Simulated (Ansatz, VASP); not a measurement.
Ti in VASP and in Ansatz

```
Ti
1.0
     2.93846    0.00000    0.00000
    -1.46923    2.54478    0.00000
     0.00000    0.00000    5.02268
Ti
2
Direct
  0.33333 0.66667 0.25000
  0.66667 0.33333 0.75000
```

Change from the starting cell: strain +0.000 along x and y, +0.080 along z, atoms carried along.

Alike in both runs: task single point; functional PBE; k mesh 24 × 24 × 14; occupations gaussian, width 0.15 eV; no spin polarisation.

|  | VASP | Ansatz |
| --- | --- | --- |
| version | VASP 6.6.1 | Ansatz 0.2.0 |
| potentials or method | VASP PAW PBE potentials, release 64 (Ti_sv), cutoff 520 eV | scalar-relativistic, plane waves, PAW |
| valence electrons in the cell | 24 | 24 |

|  | VASP | Ansatz | Ansatz less VASP |
| --- | --- | --- | --- |
| gap on the k mesh at the Fermi level (eV) | none | none | - |
| pressure (GPa) | -7.6 | -7.3 | +0.22 |
| traceless stress, the component that is largest in VASP (GPa) | -4.86 | -4.90 | -0.040 |

A gap of «none» marks a metal or a gap that the smearing closes. The functional is the same, so the differences come from potentials, cutoffs and numerics.
